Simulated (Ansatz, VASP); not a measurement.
## Two plane-wave programs on WC

File INCAR:

```
PREC     = Accurate       # precision mode
ENCUT    = 1300           # plane-wave cutoff, eV
EDIFF    = 1E-6           # SCF threshold, eV
ISMEAR   = 0              # smearing method
SIGMA    = 0.1            # smearing width, eV
LREAL    = F              # projectors in reciprocal space
LASPH    = T              # aspherical terms in the spheres
NELM     = 120            # most SCF steps
ALGO     = Normal         # electronic algorithm
ISIF     = 2              # what is computed and relaxed
LWAVE    = F              # write WAVECAR
LCHARG   = T              # write CHGCAR
GGA      = PE             # functional
LELF     = T              # ELF
LVHAR    = T            
NBANDS   = 16             # bands
GGA_COMPAT= F
```

The input KPOINTS:

```
regular mesh
0
Gamma
  9 9 6
```

The input POSCAR:

```
WC
1.0
    2.8820700000      0.0000000000      0.0000000000
   -1.4410350000      2.4959458400      0.0000000000
    0.0000000000      0.0000000000      2.8238700000
W C
1 1
Direct
    0.0000000000      0.0000000000      0.0000000000
    0.6666666700      0.3333333300      0.5000000000
```

Input for Ansatz:

```yaml
crystal:
  lattice:
    - [2.88207, 0.0, 0.0]
    - [-1.441035, 2.49594584, 0.0]
    - [0.0, 0.0, 2.82387]
  atoms:
    - { symbol: W, position: [0.0, 0.0, 0.0] }
    - { symbol: C, position: [0.66666667, 0.33333333, 0.5] }
basis:
  ecutwfc: 420
kpoints:
  mp_grid: { grid: [9, 9, 6] }
hamiltonian:
  xc: pbe
  pseudopotentials: { kind: paw, azcp: { folder: soft_1 } }
scf:
  occupations: { method: gaussian, width: 0.1 }
output:
  forces: true
  stress: true
  eigenvalues: true
```

Alike in both runs: task single point; functional PBE; k mesh 9 × 9 × 6; occupations gaussian, width 0.1 eV; no spin polarisation.

```csv
,VASP,Ansatz
version,VASP 6.6.1,Ansatz 0.2.0
potentials or method,"VASP PAW PBE potentials, release 64 (W_sv, C_h), cutoff 1300 eV","scalar-relativistic, plane waves, PAW"
valence electrons in the cell,18,18
```

VASP gave:

* gap on the k mesh at the Fermi level (eV): none
* pressure (GPa): 16.0
* traceless stress, the component that is largest in VASP (GPa): -2.23

Estimate Ansatz's values.

gap on the k mesh at the Fermi level (eV): none; pressure (GPa): 14.9; traceless stress, the component that is largest in VASP (GPa): -2.42.

A gap of «none» marks a metal or a gap that the smearing closes. The functional is the same, so the differences come from potentials, cutoffs and numerics.

The k mesh is coarse, so the values compare programs but aren't converged. Spin-orbit coupling is off throughout.
